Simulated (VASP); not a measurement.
Au, 4 atoms in the cell. The typed cell holds 4 atoms: a = 5.756 Å, b = 5.756 Å, c = 2.878 Å, α = 60.00°, β = 60.00°, γ = 60.00°. 

* Program: VASP 6.6.1
* Task: single point
* Functional: LDA
* Potentials or basis: VASP PAW LDA potentials, release 64 (Au)
* Cutoff: 520 eV
* k mesh: 4 × 4 × 8
* Occupations: fermi-dirac, width 0.08 eV
* Spin: no spin polarisation
* Dipole correction: no
* Further INCAR settings: ALGO = Normal; EDIFF = 1e-07; NBANDS = 30

Potentials or basis: VASP PAW LDA potentials, release 64 (Au).

The run is started by

```console
$ cat potpaw_LDA.64/Au/POTCAR > POTCAR
$ mpirun -np 1 vasp_std > vasp.out
```

Hardware: 1 thread of Intel(R) Xeon(R) 6975P-C (Granite Rapids), with other jobs on the host.

Problem. How long does it take, and how much memory?

Solution. Wall time 62 s on 1 thread of Intel(R) Xeon(R) 6975P-C (Granite Rapids) (shared host), peak memory 0.24 GiB. Counts: scf iterations 13, k points 68.
